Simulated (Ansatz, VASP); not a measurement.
## Two plane-wave programs on Sc

```
Sc
1.0
     3.20953    0.00000    0.00000
    -1.60477    2.77954    0.00000
     0.00000    0.00000    5.34702
Sc
2
Direct
  0.33333 0.66667 0.25000
  0.66667 0.33333 0.75000
```

Change from the starting cell: strain -0.030 along x and y, +0.015 along z, atoms carried along.

Alike in both runs: task single point; functional PBEsol; k mesh 18 × 18 × 10; occupations gaussian, width 0.15 eV; no spin polarisation.

```csv
,VASP,Ansatz
version,VASP 6.6.1,Ansatz 0.2.0
potentials or method,"VASP PAW PBE potentials, release 64 (Sc_sv), cutoff 520 eV","scalar-relativistic, plane waves, PAW"
valence electrons in the cell,22,22
```

```tsv
	VASP	Ansatz	Ansatz less VASP
gap on the k mesh at the Fermi level (eV)	none	none	-
pressure (GPa)	-0.2	-0.2	0.00
traceless stress, the component that is largest in VASP (GPa)	-3.36	-3.36	+0.004
```

VASP's potentials were made for PBE, not for PBEsol. A gap of «none» marks a metal or a gap that the smearing closes. The functional is the same, so the differences come from potentials, cutoffs and numerics.
